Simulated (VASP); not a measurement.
Here is a VASP 6.6.1 calculation.

Contents of INCAR:

```
SYSTEM = Pt
PREC = Accurate ; ENCUT = 520
EDIFF = 1E-7 ; ISMEAR = 0
SIGMA = 0.1 ; LREAL = .FALSE.
LASPH = .TRUE. ; NELM = 60
ALGO = Normal ; ISIF = 2
LWAVE = .FALSE. ; LCHARG = .FALSE.
LDIPOL = .TRUE. ; IDIPOL = 3
DIPOL = 0.5 0.5 0.294 ; GGA = PE
NBANDS = 11
```

The input KPOINTS:

```
Automatic mesh
0
G
  6 6 1
  0 0 0
```

Contents of POSCAR:

```
Pt
1.0
    2.5280924489      0.0000000000      0.0000000000
    0.0000000000      2.5280924489      0.0000000000
    0.0000000000      0.0000000000     23.8000000000
Pt
1
Direct
    0.0000000000      0.0000000000      0.2941176471
```

Potentials or basis: VASP PAW PBE potentials, release 64 (Pt).

Command:

```bash
$ cat potpaw_PBE.64/Pt/POTCAR > POTCAR
$ mpirun -np 1 vasp_std > vasp.out
```

Task: What does it give for the band gap on the k mesh?

Result: Zero (bands 5 and 6 overlap by 3.34 eV).

Caveat: the k points lie up to 0.41 Å⁻¹ apart, too coarse for converged energies and pressures of a metal; spin-orbit coupling is left out, which moves the levels of the heavy elements.
